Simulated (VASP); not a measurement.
# V (Fm-3m) in VASP: single point with PBE

Aim: the single point of V with PBE.

Program: VASP 6.6.1. These are calculated values, not measurements. Logs are shortened: lines on timing, memory, paths and dates and some standing lists are left out, and cuts for length are marked.

### Step 1. The cell of the first run

It takes space group Fm-3m (No. 225, cubic). Conventional cell: a = 3.823 Å, b = 3.823 Å, c = 3.823 Å, α = 90.00°, β = 90.00°, γ = 90.00°. V (site symmetry m-3m) has 12 V at 2.70 Å within 3.6 Å.

### Step 2. Single point, PBE

The input, INCAR:

```
PREC     = Accurate       # precision mode
ENCUT    = 520            # plane-wave cutoff, eV
EDIFF    = 1E-7           # SCF threshold, eV
ISMEAR   = -1             # smearing method
SIGMA    = 0.13605693000000002 # smearing width, eV
LREAL    = False          # projectors in reciprocal space
LASPH    = True           # aspherical terms in the spheres
NELM     = 80             # most SCF steps
ALGO     = Normal         # electronic algorithm
ISIF     = 2              # what is computed and relaxed
LWAVE    = False          # write WAVECAR
LCHARG   = False          # write CHGCAR
GGA      = PE             # functional
NBANDS   = 12             # bands
```

The input, KPOINTS:

```
Automatic mesh
0
Gamma
  15 15 15
```

The input, POSCAR:

```
V
1.0
    0.0000000000      1.9115182140      1.9115182140
    1.9115182140      0.0000000000      1.9115182140
    1.9115182140      1.9115182140      0.0000000000
V
1
Direct
    0.0000000000      0.0000000000      0.0000000000
```

Potentials or basis: VASP PAW PBE potentials, release 64 (V_sv).

Launch:

```sh
$ cat potpaw_PBE.64/V_sv/POTCAR > POTCAR
$ mpirun -np 1 vasp_std > vasp.out
```

OUTCAR:

```text
PREC = Accurate
   ENCUT = 520
   EDIFF = 1E-7
   ISMEAR = -1
   LREAL = False
   LASPH = True
   NELM = 80
   ISIF = 2
   GGA = PE

 ion  position               nearest neighbor table
   1  0.000  0.000  0.000-

  LATTYP: Found a face centered cubic cell.
 ALAT       =     3.8230364280

  Lattice vectors:

 A1 = (   0.0000000000,   1.9115182140,   1.9115182140)
 A2 = (   1.9115182140,   0.0000000000,   1.9115182140)
 A3 = (   1.9115182140,   1.9115182140,   0.0000000000)

Analysis of symmetry for initial positions (statically):
=====================================================================
 Subroutine PRICEL returns:
 Original cell was already a primitive cell.

 Routine SETGRP: Setting up the symmetry group for a
 face centered cubic supercell.

 Subroutine GETGRP returns: Found 48 space group operations
 (whereof 48 operations were pure point group operations)
 out of a pool of 48 trial point group operations.

The static configuration has the point symmetry O_h .

Analysis of symmetry for dynamics (positions and initial velocities):
=====================================================================
 Subroutine PRICEL returns:
 Original cell was already a primitive cell.

 Routine SETGRP: Setting up the symmetry group for a
 face centered cubic supercell.

 Subroutine GETGRP returns: Found 48 space group operations
 (whereof 48 operations were pure point group operations)
 out of a pool of 48 trial point group operations.

The dynamic configuration has the point symmetry O_h .

 Subroutine INISYM returns: Found 48 space group operations
 (whereof 48 operations are pure point group operations),
 and found     1 'primitive' translations

----------------------------------------------------------------------------------------

                                     Primitive cell

  volume of cell :      13.9690

  direct lattice vectors                    reciprocal lattice vectors
     0.000000000  1.911518214  1.911518214    -0.261572187  0.261572187  0.261572187
     1.911518214  0.000000000  1.911518214     0.261572187 -0.261572187  0.261572187
     1.911518214  1.911518214  0.000000000     0.261572187  0.261572187 -0.261572187

  length of vectors
     2.703294983  2.703294983  2.703294983     0.453056318  0.453056318  0.453056318

  position of ions in fractional coordinates (direct lattice)
     0.000000000  0.000000000  0.000000000

  ion indices of the primitive-cell ions
   primitive index   ion index
                 1           1

----------------------------------------------------------------------------------------

 KPOINTS: Automatic mesh

Automatic generation of k-mesh.
 Grid dimensions read from file:
 generate k-points for:   15   15   15

 Generating k-lattice:

  Cartesian coordinates                     Fractional coordinates (reciprocal lattice)
    -0.017438146  0.017438146  0.017438146     0.066666667  0.000000000  0.000000000
     0.017438146 -0.017438146  0.017438146     0.000000000  0.066666667  0.000000000
     0.017438146  0.017438146 -0.017438146     0.000000000  0.000000000  0.066666667

  Length of vectors
     0.030203755  0.030203755  0.030203755

  Shift w.r.t. Gamma in fractional coordinates (k-lattice)
     0.000000000  0.000000000  0.000000000

 Subroutine IBZKPT returns following result:
 ===========================================

 Found    120 irreducible k-points:

 Following reciprocal coordinates:
            Coordinates               Weight
  0.000000  0.000000  0.000000      1.000000
  0.066667  0.000000  0.000000      8.000000
  0.133333  0.000000  0.000000      8.000000
  0.200000  0.000000  0.000000      8.000000
  0.266667  0.000000  0.000000      8.000000
  0.333333  0.000000  0.000000      8.000000
[... 16 lines left out ...]
  0.133333  0.133333  0.000000      6.000000
  0.200000  0.133333  0.000000     24.000000
 [... further k-points ...]
   k-points           NKPTS =    120   k-points in BZ     NKDIM =    120   number of bands    NBANDS=     12
   number of dos      NEDOS =    301   number of ions     NIONS =      1
   total plane-waves  NPLWV =   8000
   dimension x,y,z NGX =    20 NGY =   20 NGZ =   20
   dimension x,y,z NGXF=    40 NGYF=   40 NGZF=   40
   ions per type =               1
   NGX,Y,Z   is equivalent  to a cutoff of  12.30, 12.30, 12.30 a.u.
   NGXF,Y,Z  is equivalent  to a cutoff of  24.60, 24.60, 24.60 a.u.
 SYSTEM =  unknown system
   PREC   = accura    normal or accurate (medium, high low for compatibility)
   ISTART =      0    job   : 0-new  1-cont  2-samecut
   ICHARG =      2    charge: 1-file 2-atom 10-const
   ISPIN  =      1    spin polarized calculation?
   LNONCOLLINEAR =      F non collinear calculations
   LSORBIT =      F    spin-orbit coupling
   LASPH  =      T    aspherical Exc in radial PAW
   ENCUT  =  520.0 eV  38.22 Ry    6.18 a.u.   5.03  5.03  5.03*2*pi/ulx,y,z
   NELM   =     80;   NELMIN=  2; NELMDL= -5     # of ELM steps
   EDIFF  = 0.1E-06   stopping-criterion for ELM
   LREAL  =      F    real-space projection
   EDIFFG = 0.1E-05   stopping-criterion for IOM
   NSW    =      0    number of steps for IOM
   IBRION =     -1    ionic relax: 0-MD 1-quasi-New 2-CG
   NFREE  =      0    steps in history (QN), initial steepest desc. (CG)
   ISIF   =      2    stress and relaxation
   ISYM   =      2    0-nonsym 1-usesym 2-fastsym
   POTIM  = 0.5000    time-step for ionic-motion
   TEBEG  =    0.0;   TEEND  =   0.0 temperature during run
   PSTRESS=    0.0 pullay stress
   NELECT =      13.0000    total number of electrons
   NUPDOWN=      -1.0000    fix difference up-down
   EMIN   =  10.00;   EMAX   =-10.00  energy-range for DOS
   EFERMI =   0.00;   METHOD = LEGACY
   ISMEAR =    -1;   SIGMA  =   0.14  broadening in eV -4-tet -1-fermi 0-gaus
   EFERMI_NEDOS =   21; number of points for ismear=-14 and -15
   IALGO  =     38    algorithm
   IMIX   =      4    mixing-type and parameters
     AMIX     =   0.40;   BMIX     =  1.00
     AMIX_MAG =   1.60;   BMIX_MAG =  1.00
  volume/ion in A,a.u.               =      13.97        94.27
  Fermi-wavevector in a.u.,A,eV,Ry     =   1.598334  3.020413 34.758412  2.554671
  Thomas-Fermi vector in A             =   2.695800
   LORBIT       =      0    0 simple, 1 ext, 2 COOP (PROOUT), +10 PAW based schemes
   GGA     = PE    functional components
   LHFCALC =     F    Hartree Fock is set to
   AEXX    =    0.0000 exact exchange contribution
   IVDW    =     0    specifies the selected vdW correction
   LEPSILON=     F    determine dielectric tensor
   LRPA    =     F    only Hartree local field effects (RPA)
 non-spin polarized calculation
  energy-cutoff  :      520.00
  volume of cell :       13.97
 maximum number of plane-waves:       384
   NGX =  9   NGY =  9   NGZ =  9

 number of electron      13.0000001 magnetization

 Free energy of the ion-electron system (eV)
  ---------------------------------------------------
  ext. energy  EPLUGINS =         0.00000000
  ---------------------------------------------------
  free energy    TOTEN  =        -8.80333499 eV

  energy without entropy =       -8.69472553  energy(sigma->0) =       -8.74903026

 E-fermi :   9.5789     XC(G=0): -12.7094

 val. band max:        9.5639883358   @ k =  -0.3333   0.4000   0.0667
 cond. band min:       9.5940823538   @ k =   0.4000   0.2667   0.0667
 fundamental gap:      0.0300940180
 Fermi energy:         9.5788591358

 k-point     1 :       0.0000    0.0000    0.0000
  band No.  band energies     occupation
      1     -54.4920      2.00000
      2     -27.8562      2.00000
      3     -27.8562      2.00000
      4     -27.8562      2.00000
      5       2.7584      2.00000
      6       9.7474      0.44919
      7       9.7474      0.44919
      8       9.7474      0.44919
      9      11.4750      0.00000
     10      11.4750      0.00000
     11      27.1653      0.00000
     12      32.2936      0.00000

 k-point     2 :       0.0667    0.0000    0.0000
  band No.  band energies     occupation
      1     -54.4852      2.00000
      2     -27.8920      2.00000
      3     -27.8607      2.00000
      4     -27.8607      2.00000
      5       2.9227      2.00000
      6       9.6597      0.71139
      7       9.8042      0.32051
      8       9.8042      0.32051
      9      11.4411      0.00000
     10      11.4411      0.00000
     11      27.2590      0.00000
     12      30.9889      0.00000

 k-point     3 :       0.1333    0.0000    0.0000
  band No.  band energies     occupation
      1     -54.4659      2.00000
      2     -27.9924      2.00000
      3     -27.8734      2.00000
      4     -27.8734      2.00000
      5       3.3974      2.00000
      6       9.4328      1.49063
      7       9.9404      0.13107
      8       9.9404      0.13106
      9      11.3794      0.00000
     10      11.3794      0.00000
     11      27.2071      0.00000
     12      29.0318      0.00000
[... 286 lines left out ...]
 k-point    23 :       0.1333    0.1333    0.0000
  band No.  band energies     occupation
      1     -54.4572      2.00000
      2     -27.9887      2.00000
      3     -27.9031      2.00000
      4     -27.9031      2.00000
      5       3.6039      2.00000
      6       9.1974      1.88571
      7      10.1228      0.03604
      8      10.1228      0.03604
      9      10.9496      0.00008
     10      11.6516      0.00000
     11      27.6764      0.00000
     12      29.6364      0.00000

 k-point    24 :       0.2000    0.1333    0.0000
  band No.  band energies     occupation
      1     -54.4360      2.00000
      2     -28.0836      2.00000
      3     -27.9268      2.00000
      4     -27.9204      2.00000
      5       4.1369      2.00000
      6       8.9334      1.98274
      7      10.2362      0.01582
      8      10.3064      0.00948
      9      10.8301      0.00020
     10      11.7449      0.00000
     11      27.3746      0.00000
     12      28.3610      0.00000

 [... further k-points ...]
[... 5 lines left out ...]
  --------------------------------------------------------------------------------------
  -------------------------------------------------------------------------------------
  Total       -0.0106462     -0.0106462     -0.0106462     -0.0000000      0.0000000      0.0000000
  in kB       -1.2210669     -1.2210669     -1.2210669     -0.0000000      0.0000000      0.0000000
  external PRESSURE =      -1.2210669 kB  Pullay stress =       0.0000000 kB

 VOLUME and BASIS-vectors are now :
 -----------------------------------------------------------------------------
  energy-cutoff  :      520.00
  volume of cell :       13.97
      direct lattice vectors                 reciprocal lattice vectors
     0.000000000  1.911518214  1.911518214    -0.261572187  0.261572187  0.261572187
     1.911518214  0.000000000  1.911518214     0.261572187 -0.261572187  0.261572187
     1.911518214  1.911518214  0.000000000     0.261572187  0.261572187 -0.261572187

 POSITION                                       TOTAL-FORCE (eV/Angst)
 -----------------------------------------------------------------------------------
      0.00000      0.00000      0.00000        -0.000000     -0.000000     -0.000000
 -----------------------------------------------------------------------------------
    total drift:                                0.000000      0.000000      0.000000

  FREE ENERGIE OF THE ION-ELECTRON SYSTEM (eV)
  ---------------------------------------------------
  free  energy   TOTEN  =        -8.8033349859 eV

  energy  without entropy=       -8.6947255289  energy(sigma->0) =       -8.74903026
```

Run time: 16 s. Hardware: 1 thread of Intel Xeon 8259CL, shared host; peak memory 0.13 GiB.

What came out:

```
Free energy : -8.8033 eV
Pressure    : -0.1 GPa
```

Levels at points of the mesh, in eV from the Fermi level:
```
           k point  band 2  band 3  band 4  band 5  band 6  band 7  band 8  band 9  band 10  band 11
(0.00, 0.00, 0.00)  -37.44  -37.44  -37.44   -6.82    0.17    0.17    0.17    1.90     1.90    17.59
```
